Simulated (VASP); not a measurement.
# Rh (P6/mmm) in VASP: notebook

The runs below take Rh through single point, relaxation of cell and atoms, with PBE.

Program: VASP 6.6.1. These are calculated values, not measurements. Logs are shortened: lines on timing, memory, paths and dates and some standing lists are left out, and cuts for length are marked.

## Step 1: The cell of the first run

It takes space group P6/mmm (No. 191, hexagonal). Conventional cell: a = 2.638 Å, b = 2.638 Å, c = 2.543 Å, α = 90.00°, β = 90.00°, γ = 120.00°. Within 3.4 Å of Rh (site symmetry 6/mmm) lie 8 Rh at 2.54 to 2.64 Å.

## Step 2: Single point, PBE

Input file INCAR:

```
SYSTEM = Rh
ALGO     = Fast           ! electronic algorithm
EDIFF    = 1E-7           ! SCF threshold, eV
ENCUT    = 520            ! plane-wave cutoff, eV
GGA      = PE             ! functional
ISIF     = 2              ! what is computed and relaxed
ISMEAR   = 0              ! smearing method
LASPH    = .TRUE.         ! aspherical terms in the spheres
LCHARG   = .FALSE.        ! write CHGCAR
LREAL    = .FALSE.        ! projectors in reciprocal space
LWAVE    = .FALSE.        ! write WAVECAR
NBANDS   = 14             ! bands
NELM     = 100            ! most SCF steps
PREC     = Accurate       ! precision mode
SIGMA    = 0.1            ! smearing width, eV
```

Input file KPOINTS:

```
k-points
0
G
  24 24 22
  0 0 0
```

Input file POSCAR:

```
Rh
1.0
    2.6377081485      0.0000000000      0.0000000000
   -1.3188540742      2.2843222643      0.0000000000
    0.0000000000      0.0000000000      2.5427012928
Rh
1
Direct
    0.0000000000      0.0000000000      0.0000000000
```

Potentials or basis: VASP PAW PBE potentials, release 64 (Rh_pv).

On the command line:

```
cat potpaw_PBE.64/Rh_pv/POTCAR > POTCAR
mpirun -np 1 vasp_std > vasp.out
```

OUTCAR:

```text
SYSTEM = Rh
   EDIFF = 1E-7
   ENCUT = 520
   GGA = PE
   ISIF = 2
   ISMEAR = 0
   LASPH = .TRUE.
   LREAL = .FALSE.
   NELM = 100
   PREC = Accurate

 ion  position               nearest neighbor table
   1  0.000  0.000  0.000-

  LATTYP: Found a hexagonal cell.
 ALAT       =     2.6377081485
 C/A-ratio  =     0.9639812859

  Lattice vectors:

 A1 = (   2.6377081485,   0.0000000000,   0.0000000000)
 A2 = (  -1.3188540742,   2.2843222643,   0.0000000000)
 A3 = (   0.0000000000,   0.0000000000,   2.5427012928)

Analysis of symmetry for initial positions (statically):
=====================================================================
 Subroutine PRICEL returns:
 Original cell was already a primitive cell.

 Routine SETGRP: Setting up the symmetry group for a
 hexagonal supercell.

 Subroutine GETGRP returns: Found 24 space group operations
 (whereof 24 operations were pure point group operations)
 out of a pool of 24 trial point group operations.

The static configuration has the point symmetry D_6h.

Analysis of symmetry for dynamics (positions and initial velocities):
=====================================================================
 Subroutine PRICEL returns:
 Original cell was already a primitive cell.

 Routine SETGRP: Setting up the symmetry group for a
 hexagonal supercell.

 Subroutine GETGRP returns: Found 24 space group operations
 (whereof 24 operations were pure point group operations)
 out of a pool of 24 trial point group operations.

The dynamic configuration has the point symmetry D_6h.

 Subroutine INISYM returns: Found 24 space group operations
 (whereof 24 operations are pure point group operations),
 and found     1 'primitive' translations

----------------------------------------------------------------------------------------

                                     Primitive cell

  volume of cell :      15.3207

  direct lattice vectors                    reciprocal lattice vectors
     2.637708148  0.000000000  0.000000000     0.379117000  0.218883302  0.000000000
    -1.318854074  2.284322264  0.000000000     0.000000000  0.437766604  0.000000000
     0.000000000  0.000000000  2.542701293     0.000000000  0.000000000  0.393282531

  length of vectors
     2.637708148  2.637708148  2.542701293     0.437766604  0.437766604  0.393282531

  position of ions in fractional coordinates (direct lattice)
     0.000000000  0.000000000  0.000000000

  ion indices of the primitive-cell ions
   primitive index   ion index
                 1           1

----------------------------------------------------------------------------------------

 KPOINTS: k-points

Automatic generation of k-mesh.
 Grid dimensions read from file:
 generate k-points for:   24   24   22

 Generating k-lattice:

  Cartesian coordinates                     Fractional coordinates (reciprocal lattice)
     0.015796542  0.009120138  0.000000000     0.041666667  0.000000000  0.000000000
     0.000000000  0.018240275  0.000000000     0.000000000  0.041666667  0.000000000
     0.000000000  0.000000000  0.017876479     0.000000000  0.000000000  0.045454545

  Length of vectors
     0.018240275  0.018240275  0.017876479

  Shift w.r.t. Gamma in fractional coordinates (k-lattice)
     0.000000000  0.000000000  0.000000000

 Subroutine IBZKPT returns following result:
 ===========================================

 Found    732 irreducible k-points:

 Following reciprocal coordinates:
            Coordinates               Weight
  0.000000  0.000000  0.000000      1.000000
  0.041667 -0.000000  0.000000      6.000000
  0.083333 -0.000000  0.000000      6.000000
  0.125000 -0.000000  0.000000      6.000000
  0.166667 -0.000000  0.000000      6.000000
  0.208333 -0.000000  0.000000      6.000000
[... 16 lines left out ...]
  0.416667  0.041667  0.000000     12.000000
  0.458333  0.041667  0.000000     12.000000
 [... further k-points ...]
   k-points           NKPTS =    732   k-points in BZ     NKDIM =    732   number of bands    NBANDS=     14
   number of dos      NEDOS =    301   number of ions     NIONS =      1
   total plane-waves  NPLWV =   8000
   dimension x,y,z NGX =    20 NGY =   20 NGZ =   20
   dimension x,y,z NGXF=    40 NGYF=   40 NGZF=   40
   ions per type =               1
   NGX,Y,Z   is equivalent  to a cutoff of  12.61, 12.61, 13.08 a.u.
   NGXF,Y,Z  is equivalent  to a cutoff of  25.21, 25.21, 26.15 a.u.
 SYSTEM =  Rh
   PREC   = accura    normal or accurate (medium, high low for compatibility)
   ISTART =      0    job   : 0-new  1-cont  2-samecut
   ICHARG =      2    charge: 1-file 2-atom 10-const
   ISPIN  =      1    spin polarized calculation?
   LNONCOLLINEAR =      F non collinear calculations
   LSORBIT =      F    spin-orbit coupling
   LASPH  =      T    aspherical Exc in radial PAW
   ENCUT  =  520.0 eV  38.22 Ry    6.18 a.u.   4.90  4.90  4.73*2*pi/ulx,y,z
   NELM   =    100;   NELMIN=  2; NELMDL= -5     # of ELM steps
   EDIFF  = 0.1E-06   stopping-criterion for ELM
   LREAL  =      F    real-space projection
   EDIFFG = 0.1E-05   stopping-criterion for IOM
   NSW    =      0    number of steps for IOM
   IBRION =     -1    ionic relax: 0-MD 1-quasi-New 2-CG
   NFREE  =      0    steps in history (QN), initial steepest desc. (CG)
   ISIF   =      2    stress and relaxation
   ISYM   =      2    0-nonsym 1-usesym 2-fastsym
   POTIM  = 0.5000    time-step for ionic-motion
   TEBEG  =    0.0;   TEEND  =   0.0 temperature during run
   PSTRESS=    0.0 pullay stress
   NELECT =      15.0000    total number of electrons
   NUPDOWN=      -1.0000    fix difference up-down
   EMIN   =  10.00;   EMAX   =-10.00  energy-range for DOS
   EFERMI =   0.00;   METHOD = LEGACY
   ISMEAR =     0;   SIGMA  =   0.10  broadening in eV -4-tet -1-fermi 0-gaus
   EFERMI_NEDOS =   21; number of points for ismear=-14 and -15
   IALGO  =     68    algorithm
   IMIX   =      4    mixing-type and parameters
     AMIX     =   0.40;   BMIX     =  1.00
     AMIX_MAG =   1.60;   BMIX_MAG =  1.00
  volume/ion in A,a.u.               =      15.32       103.39
  Fermi-wavevector in a.u.,A,eV,Ry     =   1.625594  3.071927 35.954157  2.642556
  Thomas-Fermi vector in A             =   2.718692
   LORBIT       =      0    0 simple, 1 ext, 2 COOP (PROOUT), +10 PAW based schemes
   GGA     = PE    functional components
   LHFCALC =     F    Hartree Fock is set to
   AEXX    =    0.0000 exact exchange contribution
   IVDW    =     0    specifies the selected vdW correction
   LEPSILON=     F    determine dielectric tensor
   LRPA    =     F    only Hartree local field effects (RPA)
 non-spin polarized calculation
 RMM-DIIS sequential band-by-band and
 Gauss-broadening in eV      SIGMA  =   0.10
  energy-cutoff  :      520.00
  volume of cell :       15.32
 maximum number of plane-waves:       429
 NGX is ok and might be reduce to    20
   NGX =  9   NGY =  9   NGZ =  9

 number of electron      15.0000006 magnetization

 Free energy of the ion-electron system (eV)
  ---------------------------------------------------
  ext. energy  EPLUGINS =         0.00000000
  ---------------------------------------------------
  free energy    TOTEN  =        -6.77013676 eV

  energy without entropy =       -6.76159984  energy(sigma->0) =       -6.76586830

 E-fermi :   9.9997     XC(G=0): -13.2504

 val. band max:        9.9971268554   @ k =   0.3333   0.1667   0.0455
 cond. band min:      10.0017979585   @ k =   0.2083   0.1250   0.1364
 fundamental gap:      0.0046711031
 Fermi energy:         9.9996619321

 k-point     1 :       0.0000    0.0000    0.0000
  band No.  band energies     occupation
      1     -36.0333      2.00000
      2     -36.0333      2.00000
      3     -35.9756      2.00000
      4       2.9493      2.00000
      5       4.8851      2.00000
      6       7.4505      2.00000
      7       7.4505      2.00000
      8      10.8620      0.00000
      9      10.8620      0.00000
     10      26.3343      0.00000
     11      26.5271      0.00000
     12      31.0943      0.00000
     13      32.9189      0.00000
     14      32.9189      0.00000

 k-point     2 :       0.0417   -0.0000    0.0000
  band No.  band energies     occupation
      1     -36.0454      2.00000
      2     -36.0362      2.00000
      3     -35.9743      2.00000
      4       3.0152      2.00000
      5       4.9084      2.00000
      6       7.4083      2.00000
      7       7.5004      2.00000
      8      10.8144      0.00000
      9      10.8536      0.00000
     10      26.4508      0.00000
     11      26.6108      0.00000
     12      31.0840      0.00000
     13      32.3235      0.00000
     14      32.6740      0.00000

 k-point     3 :       0.0833   -0.0000    0.0000
  band No.  band energies     occupation
      1     -36.0806      2.00000
      2     -36.0444      2.00000
      3     -35.9705      2.00000
      4       3.2081      2.00000
      5       4.9772      2.00000
      6       7.2912      2.00000
      7       7.6485      2.00000
      8      10.6778      0.00000
      9      10.8292      0.00000
     10      26.7925      0.00000
     11      26.8188      0.00000
     12      31.0510      0.00000
     13      31.2242      0.00000
     14      32.0504      0.00000
[... 324 lines left out ...]
 k-point    23 :       0.4167    0.0417    0.0000
  band No.  band energies     occupation
      1     -36.6886      2.00000
      2     -36.1985      2.00000
      3     -35.9016      2.00000
      4       4.6017      2.00000
      5       5.9197      2.00000
      6       8.7263      2.00000
      7      10.0098      0.88569
      8      10.3824      0.00000
      9      11.4557      0.00000
     10      18.4852      0.00000
     11      24.9274      0.00000
     12      29.5360      0.00000
     13      31.8591      0.00000
     14      33.3130      0.00000

 k-point    24 :       0.4583    0.0417    0.0000
  band No.  band energies     occupation
      1     -36.7106      2.00000
      2     -36.2042      2.00000
      3     -35.8990      2.00000
      4       4.5491      2.00000
      5       5.9761      2.00000
      6       8.6658      2.00000
      7      10.3601      0.00000
      8      10.3664      0.00000
      9      11.7575      0.00000
     10      17.8865      0.00000
     11      24.6849      0.00000
     12      29.4009      0.00000
     13      32.2319      0.00000
     14      33.5211      0.00000

 [... further k-points ...]

------------------------ aborting loop because EDIFF is reached ----------------------------------------

  FORCE on cell =-STRESS in cart. coord.  units (eV):
  Direction    XX          YY          ZZ          XY          YZ          ZX
  --------------------------------------------------------------------------------------
  -------------------------------------------------------------------------------------
  Total        0.0062378      0.0062378      0.0009130      0.0000000      0.0000000      0.0000000
  in kB        0.6523219      0.6523219      0.0954815      0.0000000      0.0000000      0.0000000
  external PRESSURE =       0.4667085 kB  Pullay stress =       0.0000000 kB

 VOLUME and BASIS-vectors are now :
 -----------------------------------------------------------------------------
  energy-cutoff  :      520.00
  volume of cell :       15.32
      direct lattice vectors                 reciprocal lattice vectors
     2.637708148  0.000000000  0.000000000     0.379117000  0.218883302  0.000000000
    -1.318854074  2.284322264  0.000000000     0.000000000  0.437766604  0.000000000
     0.000000000  0.000000000  2.542701293     0.000000000  0.000000000  0.393282531

 POSITION                                       TOTAL-FORCE (eV/Angst)
 -----------------------------------------------------------------------------------
      0.00000      0.00000      0.00000         0.000000      0.000000      0.000000
 -----------------------------------------------------------------------------------
    total drift:                               -0.000000      0.000000      0.000000

  FREE ENERGIE OF THE ION-ELECTRON SYSTEM (eV)
  ---------------------------------------------------
  free  energy   TOTEN  =        -6.7701367566 eV

  energy  without entropy=       -6.7615998351  energy(sigma->0) =       -6.76586830
```

It took 2 min on 1 thread of Intel Xeon Platinum 8488C (Sapphire Rapids), shared host; peak memory 0.24 GiB.

What came out:

```
Free energy : -6.7701 eV
Pressure    : 0.0 GPa
```

## Step 3: Relaxation of cell and atoms, PBE

This run uses another cell than the first one, of 15.38 Å³/atom, 1.004 times its volume.

Input file INCAR:

```
SYSTEM = Rh
PREC     = Accurate       ! precision mode
ENCUT    = 600            ! plane-wave cutoff, eV
EDIFF    = 1E-6           ! SCF threshold, eV
ISMEAR   = 0              ! smearing method
SIGMA    = 0.1            ! smearing width, eV
LREAL    = .False.        ! projectors in reciprocal space
LASPH    = .True.         ! aspherical terms in the spheres
NELM     = 80             ! most SCF steps
ALGO     = Fast           ! electronic algorithm
ISIF     = 3              ! what is computed and relaxed
LWAVE    = .False.        ! write WAVECAR
LCHARG   = .False.        ! write CHGCAR
GGA      = PE             ! functional
IBRION   = 2              ! ionic algorithm
NSW      = 100            ! ionic steps
EDIFFG   = -0.01          ! ionic threshold
```

Input file KPOINTS:

```
regular mesh
0
Gamma
  24 24 22
  0 0 0
```

Input file POSCAR:

```
Rh
1.0
    2.6296524362      0.0000000000      0.0000000000
   -1.3148262181      2.2773458129      0.0000000000
    0.0000000000      0.0000000000      2.5674516724
Rh
1
Direct
    0.0000000000      0.0000000000      0.0000000000
```

Potentials or basis: VASP PAW PBE potentials, release 64 (Rh_pv).

On the command line:

```
cat potpaw_PBE.64/Rh_pv/POTCAR > POTCAR
mpirun -np 1 vasp_std > vasp.out
```

It took 2.7 min on 1 thread of Intel Xeon Platinum 8488C (Sapphire Rapids), shared host; peak memory 0.27 GiB.

It converged, with:

```yaml
Free_energy: -6.7701 eV
Relaxed_volume: 15.32 Å³/atom
Relaxed_cell: a = 2.638 Å, b = 2.638 Å, c = 2.542 Å, α = 90.00°, β = 90.00°, γ = 120.00°
Space_group_after_relaxing_to_0.05_Å: P6/mmm (No. 191)
Energy_gained_by_relaxing: 1.9 meV/atom
Ionic_steps: 3
Pressure_after_relaxing: 0.0 GPa
```

Step by step:
```csv
step,energy change (eV),largest force (eV/Å),pressure (GPa),volume (Å³)
1,0.0000,0.0000,-0.42,15.38
2,-0.0012,0.0000,0.38,15.28
3,-0.0019,0.0000,-0.04,15.32
```

Final structure:
```
Rh
1.0
     2.63778    0.00000    0.00000
    -1.31889    2.28439    0.00000
     0.00000    0.00000    2.54219
Rh
1
Direct
  0.00000 0.00000 0.00000
```

Levels at points of the mesh, in eV from the Fermi level:
```
           k point  band 5  band 6  band 7  band 8  band 9  band 10  band 11
(0.00, 0.00, 0.00)   -5.12   -2.55   -2.55    0.86    0.86    16.34    16.53
(0.50, 0.00, 0.00)   -4.02   -1.35    0.39    0.94    1.24     7.82    14.94
(0.00, 0.00, 0.50)   -2.11   -2.11   -1.02   -1.02   -0.25     6.24    19.58
(0.50, 0.00, 0.50)   -4.58   -1.87    1.40    2.12    6.65     6.79    15.10
```
